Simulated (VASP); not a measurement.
# WS2 (R3m) in VASP: notebook

WS2 is run at these levels: r2SCAN; tasks: single point.

All numbers are computed with VASP 6.6.1; they aren't measurements. Logs are shortened: lines on timing, memory, paths and dates and some standing lists are left out, and cuts for length are marked.

### 1 The cell of the first run

The structure is trigonal, space group R3m (No. 160). The conventional cell has a = 3.130 Å, b = 3.130 Å, c = 17.481 Å, α = 90.00°, β = 90.00°, γ = 120.00°. W (site symmetry 3m) has 6 S at 2.39 Å and 6 W at 3.13 Å within 3.2 Å. S (site symmetry 3m) has 3 W at 2.39 Å and 10 S at 3.12 to 3.25 Å within 3.3 Å. S (site symmetry 3m) has 3 W at 2.39 Å and 10 S at 3.12 to 3.25 Å within 3.3 Å.

### 2 Single point, r2SCAN

Contents of POSCAR:

```
WS2
1.0
    1.5651428965      0.9036356726      5.8269098676
   -1.5651428965      0.9036356726      5.8269098676
    0.0000000000     -1.8072713452      5.8269098676
W S
1 2
Direct
    0.0006299254      0.0006299254      0.0006299254
    0.4232966598      0.4232966598      0.4232966598
    0.2447734150      0.2447734150      0.2447734150
```

Contents of INCAR.step1:

```
SYSTEM = WS2
PREC = Accurate
ENCUT = 520
ISMEAR = 0
SIGMA = 0.02
LREAL = .FALSE.
LASPH = .TRUE.
NELM = 60
NBANDS = 20
GGA = PE
ALGO = Normal
EDIFF = 1E-4
LWAVE = .TRUE.
LCHARG = .FALSE.
```

Contents of INCAR.step2:

```
SYSTEM = WS2
PREC = Accurate
ENCUT = 520
EDIFF = 1E-6
ISMEAR = 0
SIGMA = 0.02
LREAL = .FALSE.
LASPH = .TRUE.
NELM = 60
ALGO = Normal
ISIF = 2
LWAVE = .FALSE.
LCHARG = .TRUE.
METAGGA = R2SCAN
LMIXTAU = .TRUE.
LELF = .TRUE.
LVHAR = .TRUE.
NBANDS = 20
ISTART = 1
```

Contents of KPOINTS:

```
Automatic mesh
0
G
  12 12 12
  0 0 0
```

Potentials or basis: VASP PAW PBE potentials, release 64 (W_sv, S).

Run with:

```bash
> cat potpaw_PBE.64/W_sv/POTCAR potpaw_PBE.64/S/POTCAR > POTCAR
> cp INCAR.step1 INCAR
> mpirun -np 1 vasp_std > vasp.out
> cp INCAR.step2 INCAR
> mpirun -np 1 vasp_std > vasp.out
```

OUTCAR:

```text
SYSTEM = WS2
   PREC = Accurate
   ENCUT = 520
   EDIFF = 1E-6
   ISMEAR = 0
   LREAL = .FALSE.
   LASPH = .TRUE.
   NELM = 60
   ISIF = 2
   METAGGA = R2SCAN
   ISTART = 1

 ion  position               nearest neighbor table
   1  0.001  0.001  0.001-   3 2.39   3 2.39   3 2.39   2 2.39   2 2.39   2 2.39
   2  0.423  0.423  0.423-   1 2.39   1 2.39   1 2.39
   3  0.245  0.245  0.245-   1 2.39   1 2.39   1 2.39

  LATTYP: Found a trigonal (rhomboedric) cell.
 ALAT       =     6.1007465380
 COS(alpha) =     0.8683648052

  Lattice vectors:

 A1 = (   1.5651428965,   0.9036356726,   5.8269098676)
 A2 = (  -1.5651428965,   0.9036356726,   5.8269098676)
 A3 = (   0.0000000000,  -1.8072713452,   5.8269098676)

Analysis of symmetry for initial positions (statically):
=====================================================================
 Subroutine PRICEL returns:
 Original cell was already a primitive cell.

 Routine SETGRP: Setting up the symmetry group for a
 trigonal (rhombohedral) supercell.

 Subroutine GETGRP returns: Found  6 space group operations
 (whereof  6 operations were pure point group operations)
 out of a pool of 12 trial point group operations.

The static configuration has the point symmetry C_3v.

Analysis of symmetry for dynamics (positions and initial velocities):
=====================================================================
 Subroutine PRICEL returns:
 Original cell was already a primitive cell.

 Routine SETGRP: Setting up the symmetry group for a
 trigonal (rhombohedral) supercell.

 Subroutine GETGRP returns: Found  6 space group operations
 (whereof  6 operations were pure point group operations)
 out of a pool of 12 trial point group operations.

The dynamic configuration has the point symmetry C_3v.

 Subroutine INISYM returns: Found  6 space group operations
 (whereof  6 operations are pure point group operations),
 and found     1 'primitive' translations

----------------------------------------------------------------------------------------

                                     Primitive cell

  volume of cell :      49.4467

  direct lattice vectors                    reciprocal lattice vectors
     1.565142897  0.903635673  5.826909868     0.319459649  0.184440114  0.057205850
    -1.565142897  0.903635673  5.826909868    -0.319459649  0.184440114  0.057205850
     0.000000000 -1.807271345  5.826909868     0.000000000 -0.368880228  0.057205850

  length of vectors
     6.100746538  6.100746538  6.100746538     0.373289609  0.373289609  0.373289609

  position of ions in fractional coordinates (direct lattice)
     0.000629925  0.000629925  0.000629925
     0.423296660  0.423296660  0.423296660
     0.244773415  0.244773415  0.244773415

  ion indices of the primitive-cell ions
   primitive index   ion index
                 1           1
                 2           2
                 3           3

----------------------------------------------------------------------------------------

 KPOINTS: Automatic mesh

Automatic generation of k-mesh.
 Grid dimensions read from file:
 generate k-points for:   12   12   12

 Generating k-lattice:

  Cartesian coordinates                     Fractional coordinates (reciprocal lattice)
     0.026621637  0.015370010  0.004767154     0.083333333 -0.000000000 -0.000000000
    -0.026621637  0.015370010  0.004767154    -0.000000000  0.083333333 -0.000000000
     0.000000000 -0.030740019  0.004767154    -0.000000000 -0.000000000  0.083333333

  Length of vectors
     0.031107467  0.031107467  0.031107467

  Shift w.r.t. Gamma in fractional coordinates (k-lattice)
     0.000000000  0.000000000  0.000000000

 Subroutine IBZKPT returns following result:
 ===========================================

 Found    189 irreducible k-points:

 Following reciprocal coordinates:
            Coordinates               Weight
  0.000000  0.000000  0.000000      1.000000
  0.083333  0.000000  0.000000      6.000000
  0.166667  0.000000  0.000000      6.000000
  0.250000  0.000000  0.000000      6.000000
  0.333333 -0.000000  0.000000      6.000000
  0.416667  0.000000  0.000000      6.000000
[... 16 lines left out ...]
  0.500000  0.166667  0.000000     12.000000
 -0.416667  0.166667  0.000000     12.000000
 [... further k-points ...]
   k-points           NKPTS =    189   k-points in BZ     NKDIM =    189   number of bands    NBANDS=     20
   number of dos      NEDOS =    301   number of ions     NIONS =      3
   total plane-waves  NPLWV = 110592
   dimension x,y,z NGX =    48 NGY =   48 NGZ =   48
   dimension x,y,z NGXF=    96 NGYF=   96 NGZF=   96
   ions per type =               1   2
   NGX,Y,Z   is equivalent  to a cutoff of  13.08, 13.08, 13.08 a.u.
   NGXF,Y,Z  is equivalent  to a cutoff of  26.16, 26.16, 26.16 a.u.
 SYSTEM =  WS2
   PREC   = accura    normal or accurate (medium, high low for compatibility)
   ISTART =      1    job   : 0-new  1-cont  2-samecut
   ICHARG =      0    charge: 1-file 2-atom 10-const
   ISPIN  =      1    spin polarized calculation?
   LNONCOLLINEAR =      F non collinear calculations
   LSORBIT =      F    spin-orbit coupling
   LASPH  =      T    aspherical Exc in radial PAW
   ENCUT  =  520.0 eV  38.22 Ry    6.18 a.u.  11.34 11.34 11.34*2*pi/ulx,y,z
   NELM   =     60;   NELMIN=  2; NELMDL=  0     # of ELM steps
   EDIFF  = 0.1E-05   stopping-criterion for ELM
   LREAL  =      F    real-space projection
   EDIFFG = 0.1E-04   stopping-criterion for IOM
   NSW    =      0    number of steps for IOM
   IBRION =     -1    ionic relax: 0-MD 1-quasi-New 2-CG
   NFREE  =      0    steps in history (QN), initial steepest desc. (CG)
   ISIF   =      2    stress and relaxation
   ISYM   =      2    0-nonsym 1-usesym 2-fastsym
   POTIM  = 0.5000    time-step for ionic-motion
   TEBEG  =    0.0;   TEEND  =   0.0 temperature during run
   PSTRESS=    0.0 pullay stress
   NELECT =      26.0000    total number of electrons
   NUPDOWN=      -1.0000    fix difference up-down
   EMIN   =  10.00;   EMAX   =-10.00  energy-range for DOS
   EFERMI =   0.00;   METHOD = LEGACY
   ISMEAR =     0;   SIGMA  =   0.02  broadening in eV -4-tet -1-fermi 0-gaus
   EFERMI_NEDOS =   21; number of points for ismear=-14 and -15
   IALGO  =     38    algorithm
   IMIX   =      4    mixing-type and parameters
     AMIX     =   0.40;   BMIX     =  1.00
     AMIX_MAG =   1.60;   BMIX_MAG =  1.00
  volume/ion in A,a.u.               =      16.48       111.23
  Fermi-wavevector in a.u.,A,eV,Ry     =   1.321357  2.497003 23.755574  1.745985
  Thomas-Fermi vector in A             =   2.451117
   LORBIT       =      0    0 simple, 1 ext, 2 COOP (PROOUT), +10 PAW based schemes
   METAGGA = R2SCAN    functional components
   LHFCALC =     F    Hartree Fock is set to
   AEXX    =    0.0000 exact exchange contribution
   IVDW    =     0    specifies the selected vdW correction
   LEPSILON=     F    determine dielectric tensor
   LRPA    =     F    only Hartree local field effects (RPA)
 non-spin polarized calculation
 Gauss-broadening in eV      SIGMA  =   0.02
  energy-cutoff  :      520.00
  volume of cell :       49.45
 maximum number of plane-waves:      1348
 NGX is ok and might be reduce to    48
   NGX = 23   NGY = 23   NGZ = 23

 number of electron      26.0000000 magnetization

 Free energy of the ion-electron system (eV)
  ---------------------------------------------------
  ext. energy  EPLUGINS =         0.00000000
  ---------------------------------------------------
  free energy    TOTEN  =       -69.93385667 eV

  energy without entropy =      -69.93385667  energy(sigma->0) =      -69.93385667

 E-fermi :   8.8515     XC(G=0): -12.1764

 val. band max:        8.6004041321   @ k =   0.5000   0.5000   0.5000
 cond. band min:       9.4599442925   @ k =  -0.1667   0.1667   0.0000
 fundamental gap:      0.8595401604
 Fermi energy:         8.8515130338

 k-point     1 :       0.0000    0.0000    0.0000
  band No.  band energies     occupation
      1     -68.2200      2.00000
      2     -31.8635      2.00000
      3     -31.6470      2.00000
      4     -31.6470      2.00000
      5      -8.3576      2.00000
      6      -5.9493      2.00000
[... 12 lines left out ...]
     19      16.6844      0.00000
     20      18.5069      0.00000

 k-point     2 :       0.0833    0.0000    0.0000
  band No.  band energies     occupation
      1     -68.2183      2.00000
      2     -31.8580      2.00000
      3     -31.6765      2.00000
      4     -31.6538      2.00000
      5      -8.2277      2.00000
      6      -5.9202      2.00000
[... 12 lines left out ...]
     19      17.1365      0.00000
     20      18.1073      0.00000

 k-point     3 :       0.1667    0.0000    0.0000
  band No.  band energies     occupation
      1     -68.2138      2.00000
      2     -31.8430      2.00000
      3     -31.7562      2.00000
      4     -31.6722      2.00000
      5      -7.8558      2.00000
      6      -5.8359      2.00000
[... 12 lines left out ...]
     19      17.2878      0.00000
     20      18.1648      0.00000

 k-point     4 :       0.2500    0.0000    0.0000
  band No.  band energies     occupation
      1     -68.2077      2.00000
      2     -31.8634      2.00000
      3     -31.8225      2.00000
      4     -31.6972      2.00000
      5      -7.2971      2.00000
      6      -5.7094      2.00000
[... 429 lines left out ...]
 k-point    23 :       0.5000    0.1667    0.0000
  band No.  band energies     occupation
      1     -68.1956      2.00000
      2     -32.0196      2.00000
      3     -31.8024      2.00000
      4     -31.7812      2.00000
      5      -5.8558      2.00000
      6      -5.4265      2.00000
[... 12 lines left out ...]
     19      16.9227      0.00000
     20      17.3435      0.00000

 k-point    24 :      -0.4167    0.1667    0.0000
  band No.  band energies     occupation
      1     -68.1942      2.00000
      2     -32.0379      2.00000
      3     -31.8140      2.00000
      4     -31.7764      2.00000
      5      -5.6584      2.00000
      6      -5.3708      2.00000
[... 12 lines left out ...]
     19      17.0366      0.00000
     20      17.3535      0.00000

 [... further k-points ...]

------------------------ aborting loop because EDIFF is reached ----------------------------------------

  FORCE on cell =-STRESS in cart. coord.  units (eV):
  Direction    XX          YY          ZZ          XY          YZ          ZX
  --------------------------------------------------------------------------------------
  -------------------------------------------------------------------------------------
  Total        2.5505872      2.5505872      2.5245371      0.0000000      0.0000000      0.0000000
  in kB       82.6444774     82.6444774     81.8004010      0.0000000      0.0000000      0.0000000
  external PRESSURE =      82.3631186 kB  Pullay stress =       0.0000000 kB

 VOLUME and BASIS-vectors are now :
 -----------------------------------------------------------------------------
  energy-cutoff  :      520.00
  volume of cell :       49.45
      direct lattice vectors                 reciprocal lattice vectors
     1.565142897  0.903635673  5.826909868     0.319459649  0.184440114  0.057205850
    -1.565142897  0.903635673  5.826909868    -0.319459649  0.184440114  0.057205850
     0.000000000 -1.807271345  5.826909868     0.000000000 -0.368880228  0.057205850

 POSITION                                       TOTAL-FORCE (eV/Angst)
 -----------------------------------------------------------------------------------
      0.00000      0.00000      0.01101         0.000000     -0.000000      0.001208
      0.00000      0.00000      7.39953         0.000000      0.000000      0.022069
      0.00000      0.00000      4.27882         0.000000      0.000000     -0.023277
 -----------------------------------------------------------------------------------
    total drift:                               -0.000000     -0.000000     -0.000047

  FREE ENERGIE OF THE ION-ELECTRON SYSTEM (eV)
  ---------------------------------------------------
  free  energy   TOTEN  =       -69.9338566688 eV

  energy  without entropy=      -69.9338566688  energy(sigma->0) =      -69.93385667
```

Wall time 48 min (1 thread of Intel Xeon 8259CL, shared host); peak memory 0.47 GiB.

Results:

- Free energy: -69.9339 eV
- Pressure: 8.2 GPa
- Largest force: 0.023 eV/Å
- Band gap on the k mesh: 0.86 eV (least direct gap 2.11 eV)

Forces on the atoms (eV/Å):
```
W    0.000  0.000  0.001
S    0.000  0.000  0.022
S    0.000  0.000 -0.023
```

Caveat: the cell stands under pressure; the PAW data sets were made with another functional, which shifts forces and pressure a little; spin-orbit coupling is left out, which moves the levels of the heavy elements. A k mesh can miss the band edges.

### 3 Single point, r2SCAN

POSCAR is that of step 2.

Contents of INCAR.step1:

```
PREC = Accurate
ENCUT = 520
ISMEAR = 0
SIGMA = 0.02
LREAL = F
LASPH = T
NELM = 60
NBANDS = 20
GGA = PE
ALGO = Normal
EDIFF = 1E-4
LWAVE = T
LCHARG = F
```

Contents of INCAR.step2:

```
PREC = Accurate
ENCUT = 520
EDIFF = 1E-6
ISMEAR = 0
SIGMA = 0.02
LREAL = F
LASPH = T
NELM = 60
ALGO = Normal
ISIF = 2
LWAVE = F
LCHARG = F
METAGGA = R2SCAN
LMIXTAU = T
NBANDS = 20
ISTART = 1
```

Contents of KPOINTS:

```
regular mesh
0
Gamma
  12 12 12
```

Potentials or basis: VASP PAW PBE potentials, release 64 (W_sv, S).

Run with:

```bash
> cat potpaw_PBE.64/W_sv/POTCAR potpaw_PBE.64/S/POTCAR > POTCAR
> cp INCAR.step1 INCAR
> mpirun -np 1 vasp_std > vasp.out
> cp INCAR.step2 INCAR
> mpirun -np 1 vasp_std > vasp.out
```

It took 46 min on 1 thread of Intel Xeon 8259CL, shared host; peak memory 0.47 GiB.

Results (log left out):

```yaml
Free_energy: -69.9339 eV
Pressure: 8.2 GPa
Largest_force: 0.023 eV/Å
Band_gap_on_the_k_mesh: 0.86 eV (least direct gap 2.11 eV)
```

Forces on the atoms (eV/Å):
```
W    0.000  0.000  0.001
S    0.000  0.000  0.022
S    0.000  0.000 -0.023
```

Stress tensor (GPa, compression positive):
```
8.26 0.00 0.00
0.00 8.26 0.00
0.00 0.00 8.18
```

Levels at points of the mesh, in eV from the valence-band top:
| k point | band 11 | band 12 | band 13 | band 14 | band 15 | band 16 |
| --- | --- | --- | --- | --- | --- | --- |
| (0.00, 0.00, 0.00) | -2.73 | -1.65 | -1.40 | 2.10 | 2.10 | 2.51 |
| (0.50, 0.00, 0.00) | -2.95 | -2.14 | -2.13 | 2.32 | 2.54 | 3.69 |
| (0.50, 0.50, 0.00) | -3.82 | -2.55 | -1.92 | 2.23 | 2.75 | 3.29 |
| (0.50, 0.50, 0.50) | -2.65 | -2.65 | 0.00 | 2.17 | 2.17 | 2.34 |

Caveat: the cell stands under pressure; the PAW data sets were made with another functional, which shifts forces and pressure a little; spin-orbit coupling is left out, which moves the levels of the heavy elements.

### 4 Single point, r2SCAN

This run uses another cell than the first one, of 17.59 Å³/atom.

Contents of POSCAR:

```
WS2
1.0
    1.5804754544      0.9124879291      6.0979641676
   -1.5804754544      0.9124879291      6.0979641676
    0.0000000000     -1.8249758581      6.0979641677
W S
1 2
Direct
    0.0006595688      0.0006595688      0.0006595688
    0.4192917015      0.4192917015      0.4192917015
    0.2487487299      0.2487487299      0.2487487299
```

Contents of INCAR.step1:

```
PREC = Accurate
ENCUT = 520
ISMEAR = 0
SIGMA = 0.02
LREAL = False
LASPH = True
NELM = 60
NBANDS = 20
GGA = PE
ALGO = Normal
EDIFF = 1E-4
LWAVE = True
LCHARG = False
```

Contents of INCAR.step2:

```
PREC = Accurate
ENCUT = 520
EDIFF = 1E-7
ISMEAR = 0
SIGMA = 0.02
LREAL = False
LASPH = True
NELM = 60
ALGO = Normal
ISIF = 2
LWAVE = False
LCHARG = False
METAGGA = R2SCAN
LMIXTAU = True
NBANDS = 20
ISTART = 1
```

Contents of KPOINTS:

```
Automatic mesh
0
Gamma
  12 12 12
```

Run with:

```bash
> cat potpaw_PBE.64/W_sv/POTCAR potpaw_PBE.64/S/POTCAR > POTCAR
> cp INCAR.step1 INCAR
> mpirun -np 1 vasp_std > vasp.out
> cp INCAR.step2 INCAR
> mpirun -np 1 vasp_std > vasp.out
```

Wall time 39 min (1 thread of Intel Xeon 8259CL, shared host); peak memory 0.48 GiB.

The run converged. Its results:

- Free energy: -70.0448 eV
- Pressure: 3.2 GPa
- Largest force: 0.023 eV/Å
- Band gap on the k mesh: 1.10 eV (least direct gap 2.00 eV)

Forces on the atoms (eV/Å):
```
W    0.000  0.000 -0.001
S    0.000  0.000  0.023
S    0.000  0.000 -0.022
```

Stress tensor (GPa, compression positive):
```
3.23 0.00 0.00
0.00 3.23 0.00
0.00 0.00 3.12
```

Levels at points of the mesh, in eV from the valence-band top:
| k point | band 11 | band 12 | band 13 | band 14 | band 15 | band 16 |
| --- | --- | --- | --- | --- | --- | --- |
| (0.00, 0.00, 0.00) | -2.55 | -1.64 | -1.31 | 2.29 | 2.29 | 2.59 |
| (0.50, 0.00, 0.00) | -2.79 | -2.06 | -1.87 | 2.36 | 2.67 | 3.88 |
| (0.50, 0.50, 0.00) | -3.44 | -2.29 | -1.70 | 2.31 | 2.83 | 3.42 |
| (0.50, 0.50, 0.50) | -2.50 | -2.50 | 0.00 | 2.37 | 2.37 | 2.44 |

Caveat: the cell stands under pressure; the PAW data sets were made with another functional, which shifts forces and pressure a little; spin-orbit coupling is left out, which moves the levels of the heavy elements. A k mesh can miss the band edges.
